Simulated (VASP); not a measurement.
# Al (a cell with a defect) in VASP: notebook

Runs on Al (a cell with a defect). Level: PBE. Tasks: single point.

All numbers are computed with VASP 6.6.1; they aren't measurements. Logs are shortened: lines on timing, memory, paths and dates and some standing lists are left out, and cuts for length are marked.

## (1) The cell of the first run

The cell holds a defect, 26 atoms: a = 8.573 Å, b = 8.573 Å, c = 8.573 Å, α = 60.00°, β = 60.00°, γ = 60.00°.

## (2) Single point, PBE

INCAR

```
ALGO = Normal
EDIFF = 1E-7
ENCUT = 520
GGA = PE
ISIF = 2
ISMEAR = 0
LASPH = True
LCHARG = False
LREAL = Auto
LWAVE = False
NBANDS = 58
NELM = 100
PREC = Accurate
SIGMA = 0.1
```

KPOINTS

```
k-points
0
Gamma
  3 3 3
```

POSCAR

```
Al
1.0
    0.0000000000      6.0621852160     -6.0621852160
    6.0621852160      6.0621852160      0.0000000000
    6.0621852160      0.0000000000     -6.0621852160
Al
26
Direct
    0.6666666979      0.0521562751      0.6666666979
    0.6666666979      0.6602251263      0.6666666979
    0.3415053197      0.9987074436      0.6699540438
    0.3249025607      0.3436326054      0.6615201214
    0.3397962000      0.6597893924      0.6658068594
    0.0084307883     -0.0032780259      0.6718131919
   -0.0064629335      0.3320590560      0.6675265364
   -0.0081719707      0.6768334938      0.6633792695
    0.6699540438      0.9987074436      0.3415053197
    0.6615201214      0.3436326054      0.3249025607
    0.6658068594      0.6597893924      0.3397962000
    0.3318791704     -0.0003818755      0.3318791704
    0.3291681017      0.3374220561      0.3291681017
    0.3292137948      0.6714964744      0.3292136299
   -0.0022071249      0.0020068671      0.3355403914
   -0.0092835336      0.3300025368      0.3426168000
   -0.0020423328      0.6663696103      0.3353755993
    0.6718131919     -0.0032780259      0.0084307883
    0.6675265364      0.3320590560     -0.0064629335
    0.6633792695      0.6768334938     -0.0081719707
    0.3355403914      0.0020068671     -0.0022071249
    0.3426168000      0.3300025368     -0.0092835336
    0.3353755993      0.6663696103     -0.0020423328
    0.0041196366     -0.0034094966      0.0041196366
    0.0014541786      0.3300431163      0.0014541786
    0.0041651647      0.6624249931      0.0041651647
```

Potentials or basis: VASP PAW PBE potentials, release 64 (Al).

On the command line:

```console
> cat potpaw_PBE.64/Al/POTCAR > POTCAR
> mpirun -np 1 vasp_std > vasp.out
```

OUTCAR:

```text
EDIFF = 1E-7
   ENCUT = 520
   GGA = PE
   ISIF = 2
   ISMEAR = 0
   LASPH = True
   LREAL = Auto
   NELM = 100
   PREC = Accurate

 ion  position               nearest neighbor table
   1  0.667  0.052  0.667-   6 2.74  18 2.74  10 2.74   4 2.74  15 2.87  21 2.87  20 3.03   8 3.03
                             9 3.03   3 3.03   2 3.36
   2  0.667  0.660  0.667-   7 2.81  19 2.81  11 2.81   5 2.81  17 2.84  23 2.84  20 2.85   8 2.85
                             9 2.85   3 2.85   1 3.36
   3  0.342  0.999  0.670-  21 2.80   9 2.82  23 2.83   2 2.85   4 2.85   6 2.86  24 2.88  13 2.92
                             7 2.92   5 2.93  12 2.94   1 3.03
   4  0.325  0.344  0.662-   1 2.74   5 2.80  14 2.83  22 2.84  25 2.85   3 2.85   8 2.86  13 2.86
                             7 2.87  10 2.89  21 2.91
   5  0.340  0.660  0.666-  11 2.79   4 2.80  22 2.81   2 2.81  23 2.86   6 2.87  14 2.88  12 2.89
                            26 2.89   8 2.92   3 2.93
   6  0.008  0.997  0.672-   1 2.74   7 2.80  24 2.83  16 2.84  12 2.85   8 2.85   3 2.86  26 2.86
                             5 2.87  18 2.89  15 2.91
   7  0.994  0.332  0.668-  19 2.79   6 2.80  16 2.81   2 2.81  17 2.86   4 2.87  24 2.88  25 2.89
                            13 2.89   3 2.92   8 2.93
   8  0.992  0.677  0.663-  15 2.80  20 2.82  17 2.83   2 2.85   6 2.85   4 2.86  14 2.88  26 2.92
                             5 2.92   7 2.93  25 2.94   1 3.03
   9  0.670  0.999  0.342-  15 2.80   3 2.82  17 2.83   2 2.85  10 2.85  18 2.86  24 2.88  13 2.92
[... 21 lines left out ...]
  20  0.663  0.677  0.992-  21 2.80   8 2.82  23 2.83   2 2.85  18 2.85  10 2.86  14 2.88  26 2.92
                            11 2.92  19 2.93  25 2.94   1 3.03
  21  0.336  0.002  0.998-   3 2.80  20 2.80  22 2.81  24 2.84  14 2.84  25 2.84  12 2.84   1 2.87
                            23 2.88  15 2.90   4 2.91  18 2.91
  22  0.343  0.330  0.991-   5 2.81  19 2.81  21 2.81   4 2.84  18 2.84  13 2.88  26 2.88  25 2.88
                            12 2.88  23 2.88  16 3.02
  23  0.335  0.666  0.998-  13 2.83  26 2.83   3 2.83  20 2.83  24 2.84  14 2.84   2 2.84   5 2.86
                            19 2.86  21 2.88  22 2.88  17 2.89
  24  0.004  0.997  0.004-   6 2.83  18 2.83  17 2.84  23 2.84  25 2.84  15 2.84  21 2.84  26 2.86
                             9 2.88   3 2.88   7 2.88  19 2.88
  25  0.001  0.330  0.001-  24 2.84  21 2.84  15 2.84  10 2.85   4 2.85  26 2.87  16 2.88  22 2.88
                             7 2.89  19 2.89   8 2.94  20 2.94
  26  0.004  0.662  0.004-  17 2.83  23 2.83  18 2.86   6 2.86  24 2.86  25 2.87  22 2.88  16 2.88
                            11 2.89   5 2.89   8 2.92  20 2.92

  LATTYP: Found a face centered cubic cell.
 ALAT       =    12.1243704320

  Lattice vectors:

 A1 = (   0.0000000000,   6.0621852160,  -6.0621852160)
 A2 = (   6.0621852160,   6.0621852160,   0.0000000000)
 A3 = (   6.0621852160,   0.0000000000,  -6.0621852160)

Analysis of symmetry for initial positions (statically):
=====================================================================
 Subroutine PRICEL returns:
 Original cell was already a primitive cell.

 Routine SETGRP: Setting up the symmetry group for a
 face centered cubic supercell.

 Subroutine GETGRP returns: Found  4 space group operations
 (whereof  2 operations were pure point group operations)
 out of a pool of 48 trial point group operations.

The static configuration has the point symmetry C_1h.
 The point group associated with its full space group is C_2v.

Analysis of symmetry for dynamics (positions and initial velocities):
=====================================================================
 Subroutine PRICEL returns:
 Original cell was already a primitive cell.

 Routine SETGRP: Setting up the symmetry group for a
 face centered cubic supercell.

 Subroutine GETGRP returns: Found  4 space group operations
 (whereof  2 operations were pure point group operations)
 out of a pool of 48 trial point group operations.

The dynamic configuration has the point symmetry C_1h.
 The point group associated with its full space group is C_2v.

 Subroutine INISYM returns: Found  4 space group operations
 (whereof  2 operations are pure point group operations),
 and found     1 'primitive' translations

----------------------------------------------------------------------------------------

                                     Primitive cell

  volume of cell :     445.5717

  direct lattice vectors                    reciprocal lattice vectors
     0.000000000  6.062185216 -6.062185216    -0.082478509  0.082478509 -0.082478509
     6.062185216  6.062185216  0.000000000     0.082478509  0.082478509  0.082478509
[... 70 lines left out ...]
 Generating k-lattice:

  Cartesian coordinates                     Fractional coordinates (reciprocal lattice)
    -0.027492836  0.027492836 -0.027492836     0.333333333  0.000000000  0.000000000
     0.027492836  0.027492836  0.027492836     0.000000000  0.333333333  0.000000000
     0.027492836 -0.027492836 -0.027492836     0.000000000  0.000000000  0.333333333

  Length of vectors
     0.047618990  0.047618990  0.047618990

  Shift w.r.t. Gamma in fractional coordinates (k-lattice)
     0.000000000  0.000000000  0.000000000

 Subroutine IBZKPT returns following result:
 ===========================================

 Found      8 irreducible k-points:

 Following reciprocal coordinates:
            Coordinates               Weight
  0.000000  0.000000  0.000000      1.000000
  0.333333  0.000000  0.000000      4.000000
  0.000000  0.333333  0.000000      4.000000
  0.333333  0.333333  0.000000      4.000000
  0.333333  0.000000  0.333333      2.000000
 -0.333333  0.333333  0.000000      8.000000
  0.333333  0.000000 -0.333333      2.000000
 -0.333333  0.333333 -0.333333      2.000000
   k-points           NKPTS =      8   k-points in BZ     NKDIM =      8   number of bands    NBANDS=     58
   number of dos      NEDOS =    301   number of ions     NIONS =     26
   total plane-waves  NPLWV = 262144
   dimension x,y,z NGX =    64 NGY =   64 NGZ =   64
   dimension x,y,z NGXF=   128 NGYF=  128 NGZF=  128
   ions per type =              26
   NGX,Y,Z   is equivalent  to a cutoff of  12.41, 12.41, 12.41 a.u.
   NGXF,Y,Z  is equivalent  to a cutoff of  24.82, 24.82, 24.82 a.u.
 SYSTEM =  unknown system
   PREC   = accura    normal or accurate (medium, high low for compatibility)
   ISTART =      0    job   : 0-new  1-cont  2-samecut
   ICHARG =      2    charge: 1-file 2-atom 10-const
   ISPIN  =      1    spin polarized calculation?
   LNONCOLLINEAR =      F non collinear calculations
   LSORBIT =      F    spin-orbit coupling
   LASPH  =      T    aspherical Exc in radial PAW
   ENCUT  =  520.0 eV  38.22 Ry    6.18 a.u.  15.94 15.94 15.94*2*pi/ulx,y,z
   NELM   =    100;   NELMIN=  2; NELMDL= -5     # of ELM steps
   EDIFF  = 0.1E-06   stopping-criterion for ELM
   LREAL  =      T    real-space projection
   EDIFFG = 0.1E-05   stopping-criterion for IOM
   NSW    =      0    number of steps for IOM
   IBRION =     -1    ionic relax: 0-MD 1-quasi-New 2-CG
   NFREE  =      0    steps in history (QN), initial steepest desc. (CG)
   ISIF   =      2    stress and relaxation
   ISYM   =      2    0-nonsym 1-usesym 2-fastsym
   POTIM  = 0.5000    time-step for ionic-motion
   TEBEG  =    0.0;   TEEND  =   0.0 temperature during run
   PSTRESS=    0.0 pullay stress
   NELECT =      78.0000    total number of electrons
   NUPDOWN=      -1.0000    fix difference up-down
   EMIN   =  10.00;   EMAX   =-10.00  energy-range for DOS
   EFERMI =   0.00;   METHOD = LEGACY
   ISMEAR =     0;   SIGMA  =   0.10  broadening in eV -4-tet -1-fermi 0-gaus
   EFERMI_NEDOS =   21; number of points for ismear=-14 and -15
   IALGO  =     38    algorithm
   IMIX   =      4    mixing-type and parameters
     AMIX     =   0.40;   BMIX     =  1.00
     AMIX_MAG =   1.60;   BMIX_MAG =  1.00
  volume/ion in A,a.u.               =      17.14       115.65
  Fermi-wavevector in a.u.,A,eV,Ry     =   0.915800  1.730611 11.411058  0.838689
  Thomas-Fermi vector in A             =   2.040582
   LORBIT       =      0    0 simple, 1 ext, 2 COOP (PROOUT), +10 PAW based schemes
   GGA     = PE    functional components
   LHFCALC =     F    Hartree Fock is set to
   AEXX    =    0.0000 exact exchange contribution
   IVDW    =     0    specifies the selected vdW correction
   LEPSILON=     F    determine dielectric tensor
   LRPA    =     F    only Hartree local field effects (RPA)
 non-spin polarized calculation
 Gauss-broadening in eV      SIGMA  =   0.10
  energy-cutoff  :      520.00
  volume of cell :      445.57
 maximum number of plane-waves:     12039
   NGX = 31   NGY = 31   NGZ = 31

 number of electron      78.0000000 magnetization

 Free energy of the ion-electron system (eV)
  ---------------------------------------------------
  ext. energy  EPLUGINS =         0.00000000
  ---------------------------------------------------
  free energy    TOTEN  =       -95.88150441 eV

  energy without entropy =      -95.78488364  energy(sigma->0) =      -95.83319403

 E-fermi :   7.5497     XC(G=0): -10.0298

 val. band max:        7.5411561105   @ k =   0.0000   0.3333   0.0000
 cond. band min:       7.5515239304   @ k =  -0.3333   0.3333  -0.3333
 fundamental gap:      0.0103678199
 Fermi energy:         7.5497344491

 k-point     1 :       0.0000    0.0000    0.0000
  band No.  band energies     occupation
      1      -3.3694      2.00000
      2      -0.5039      2.00000
      3      -0.4912      2.00000
      4      -0.4741      2.00000
      5      -0.4424      2.00000
      6      -0.4388      2.00000
[... 421 lines left out ...]
     50       9.3748      0.00000
     51       9.6072      0.00000
 [bands above 51 left out]

------------------------ aborting loop because EDIFF is reached ----------------------------------------

  FORCE on cell =-STRESS in cart. coord.  units (eV):
  Direction    XX          YY          ZZ          XY          YZ          ZX
  --------------------------------------------------------------------------------------
  -------------------------------------------------------------------------------------
  Total       -1.7612890     -1.7612890     -1.0098607      0.2018168      0.0000000      0.0000000
  in kB       -6.3332059     -6.3332059     -3.6312357      0.7256884      0.0000000      0.0000000
  external PRESSURE =      -5.4325492 kB  Pullay stress =       0.0000000 kB

 VOLUME and BASIS-vectors are now :
 -----------------------------------------------------------------------------
  energy-cutoff  :      520.00
  volume of cell :      445.57
      direct lattice vectors                 reciprocal lattice vectors
     0.000000000  6.062185216 -6.062185216    -0.082478509  0.082478509 -0.082478509
     6.062185216  6.062185216  0.000000000     0.082478509  0.082478509  0.082478509
     6.062185216  0.000000000 -6.062185216     0.082478509 -0.082478509 -0.082478509

 POSITION                                       TOTAL-FORCE (eV/Angst)
 -----------------------------------------------------------------------------------
      4.35764      4.35764     -8.08291        -0.260822     -0.260822     -0.000000
      8.04386      8.04386     -8.08291         0.002084      0.002084     -0.000000
     10.11573      8.12462     -6.13165         0.011750     -0.012127      0.005986
      6.09342      4.05278     -5.97988        -0.001571      0.032297     -0.054648
      8.03601      6.05967     -6.09615         0.021114      0.012999      0.015934
     10.11497      6.09342     -4.12377         0.032297     -0.001571      0.054648
[... 18 lines left out ...]
      2.00960      2.00960     -0.01763         0.008927      0.008927      0.004581
      4.04099      4.04099     -0.05050         0.016341      0.016341      0.012398
 -----------------------------------------------------------------------------------
    total drift:                               -0.013760     -0.013742      0.000123

  FREE ENERGIE OF THE ION-ELECTRON SYSTEM (eV)
  ---------------------------------------------------
  free  energy   TOTEN  =       -95.8815044091 eV

  energy  without entropy=      -95.7848836438  energy(sigma->0) =      -95.83319403
```

It took 13 min on 1 thread of AMD EPYC 7R43 (Zen 3), shared host; peak memory 0.51 GiB.

Results:

```
Free energy            : -95.8815 eV
Pressure               : -0.5 GPa
Largest force          : 0.369 eV/Å
Band gap on the k mesh : zero (band 39 reaches 7.97 eV, above the bottom of band 40 at 7.39 eV)
```

Forces on the atoms (eV/Å):
```
Al  -0.261 -0.261  0.000
Al   0.002  0.002  0.000
Al   0.012 -0.012  0.006
Al  -0.002  0.032 -0.055
Al   0.021  0.013  0.016
Al   0.032 -0.002  0.055
Al   0.013  0.021 -0.016
Al  -0.012  0.012 -0.006
Al  -0.012  0.012  0.006
Al   0.032 -0.002 -0.055
Al   0.013  0.021  0.016
Al   0.009  0.009 -0.005
Al   0.016  0.016 -0.012
Al   0.008  0.008 -0.015
Al  -0.020  0.023  0.000
Al   0.015  0.019  0.000
Al   0.003  0.022  0.000
Al  -0.002  0.032  0.055
Al   0.021  0.013 -0.016
Al   0.012 -0.012 -0.006
Al   0.023 -0.020  0.000
Al   0.019  0.015  0.000
Al   0.022  0.003  0.000
Al   0.008  0.008  0.015
Al   0.009  0.009  0.005
Al   0.016  0.016  0.012
```

Stress tensor (GPa, compression positive):
```
-0.63  0.07  0.00
 0.07 -0.63  0.00
 0.00  0.00 -0.36
```

## (3) Single point, PBE

INCAR

```
SYSTEM = Al
  PREC = Accurate
  ENCUT = 520
  EDIFF = 1E-6
  ISMEAR = 0
  SIGMA = 0.1
  LREAL = Auto
  LASPH = .True.
  NELM = 60
  ALGO = Normal
  ISIF = 2
  LWAVE = .False.
  LCHARG = .False.
  GGA = PE
  NBANDS = 58
```

KPOINTS

```
Automatic mesh
0
Gamma
  3 3 3
  0 0 0
```

POSCAR

```
Al
1.0
    0.0000000000      6.0621852160     -6.0621852160
    6.0621852160      6.0621852160      0.0000000000
    6.0621852160      0.0000000000     -6.0621852160
Al
26
Direct
    0.6666666979      0.1082815811      0.6666666979
    0.6666666979      0.6617628556      0.6666666979
    0.3444218422      0.9997726536      0.6686870915
    0.3163940777      0.3478578144      0.6595802269
    0.3418523067      0.6567928656      0.6667386192
    0.0169393538     -0.0095012768      0.6737531689
   -0.0085189578      0.3320504782      0.6665946942
   -0.0110884933      0.6795482740      0.6646462219
    0.6686870915      0.9997726536      0.3444218422
    0.6595802269      0.3478578144      0.3163940777
    0.6667386192      0.6567928656      0.3418523067
    0.3308825000      0.0012541682      0.3308825000
    0.3279225938      0.3376435109      0.3279225938
    0.3279049434      0.6733848199      0.3279049434
   -0.0060628303      0.0033392249      0.3393960967
   -0.0107206391      0.3286142586      0.3440539056
   -0.0036835727      0.6663997150      0.3370168392
    0.6737531689     -0.0095012768      0.0169393538
    0.6665946942      0.3320504782     -0.0085189578
    0.6646462219      0.6795482740     -0.0110884933
    0.3393960967      0.0033392249     -0.0060628303
    0.3440539056      0.3286142586     -0.0107206391
    0.3370168392      0.6663997150     -0.0036835727
    0.0054284056     -0.0041386066      0.0054284056
    0.0024508489      0.3296858194      0.0024508489
    0.0054106727      0.6601554320      0.0054106727
```

Potentials or basis: VASP PAW PBE potentials, release 64 (Al).

On the command line:

```console
> cat potpaw_PBE.64/Al/POTCAR > POTCAR
> mpirun -np 1 vasp_std > vasp.out
```

OUTCAR:

```text
SYSTEM = Al
   PREC = Accurate
   ENCUT = 520
   EDIFF = 1E-6
   ISMEAR = 0
   LREAL = Auto
   LASPH = .True.
   NELM = 60
   ISIF = 2
   GGA = PE

 ion  position               nearest neighbor table
   1  0.667  0.108  0.667-   4 2.67  10 2.67   6 2.67  18 2.67  15 2.95  21 2.95  20 3.32   8 3.32
                             9 3.32   3 3.32  16 3.35  22 3.35
   2  0.667  0.662  0.667-   7 2.81  19 2.81  11 2.81   5 2.81  17 2.83  23 2.83  20 2.83   8 2.83
                             9 2.83   3 2.83
   3  0.344  1.000  0.669-   9 2.78  21 2.78   6 2.83   2 2.83  23 2.84   4 2.84  24 2.90  13 2.91
                             7 2.94  12 2.95   5 2.96   1 3.32
   4  0.316  0.348  0.660-   1 2.67   5 2.80  14 2.82  25 2.82   7 2.83   8 2.83   3 2.84  13 2.84
                            22 2.87  21 2.91  10 2.94
[... 709 lines left out ...]
  external PRESSURE =      -3.2524765 kB  Pullay stress =       0.0000000 kB

 VOLUME and BASIS-vectors are now :
 -----------------------------------------------------------------------------
  energy-cutoff  :      520.00
  volume of cell :      445.57
      direct lattice vectors                 reciprocal lattice vectors
     0.000000000  6.062185216 -6.062185216    -0.082478509  0.082478509 -0.082478509
     6.062185216  6.062185216  0.000000000     0.082478509  0.082478509  0.082478509
     6.062185216  0.000000000 -6.062185216     0.082478509 -0.082478509 -0.082478509

 POSITION                                       TOTAL-FORCE (eV/Angst)
 -----------------------------------------------------------------------------------
      4.69788      4.69788     -8.08291        -0.284027     -0.284027     -0.000000
      8.05319      8.05319     -8.08291        -0.012490     -0.012490     -0.000000
     10.11451      8.14876     -6.14165         0.013791      0.008624     -0.015120
      6.10728      4.02682     -5.91654         0.018336      0.030850     -0.020820
      8.02349      6.05397     -6.11426         0.013407      0.009109      0.010429
     10.08900      6.10728     -4.18711         0.030850      0.018336      0.020820
[... 18 lines left out ...]
      2.01347      2.01347     -0.02971         0.005521      0.005521     -0.001653
      4.03479      4.03479     -0.06560         0.013979      0.013979      0.002162
 -----------------------------------------------------------------------------------
    total drift:                               -0.013172     -0.013171      0.000077

  FREE ENERGIE OF THE ION-ELECTRON SYSTEM (eV)
  ---------------------------------------------------
  free  energy   TOTEN  =       -95.6557757597 eV

  energy  without entropy=      -95.5748215516  energy(sigma->0) =      -95.61529866
```

It took 9.9 min on 1 thread of AMD EPYC 7R43 (Zen 3), shared host; peak memory 0.51 GiB.

What came out:

```yaml
Free_energy: -95.6558 eV
Pressure: -0.3 GPa
Largest_force: 0.402 eV/Å
Band_gap_on_the_k_mesh: zero (band 39 reaches 7.94 eV, above the bottom of band 40 at 7.33 eV)
```

Forces on the atoms (eV/Å):
```
Al  -0.284 -0.284  0.000
Al  -0.012 -0.012  0.000
Al   0.014  0.009 -0.015
Al   0.018  0.031 -0.021
Al   0.013  0.009  0.010
Al   0.031  0.018  0.021
Al   0.009  0.013 -0.010
Al   0.009  0.014  0.015
Al   0.009  0.014 -0.015
Al   0.031  0.018 -0.021
Al   0.009  0.013  0.010
Al   0.006  0.006  0.002
Al   0.014  0.014 -0.002
Al   0.010  0.010 -0.004
Al  -0.016  0.022  0.000
Al   0.017  0.004  0.000
Al   0.007  0.015  0.000
Al   0.018  0.031  0.021
Al   0.013  0.009 -0.010
Al   0.014  0.009  0.015
Al   0.022 -0.016  0.000
Al   0.004  0.017  0.000
Al   0.015  0.007  0.000
Al   0.010  0.010  0.004
Al   0.006  0.006 -0.002
Al   0.014  0.014  0.002
```

Levels at points of the mesh, in eV from the Fermi level:
| k point | band 37 | band 38 | band 39 | band 40 | band 41 | band 42 | band 43 | band 44 |
| --- | --- | --- | --- | --- | --- | --- | --- | --- |
| (0.00, 0.00, 0.00) | -0.58 | -0.57 | -0.40 | 0.29 | 0.41 | 0.43 | 0.44 | 0.45 |

[end of part 1 of 2]
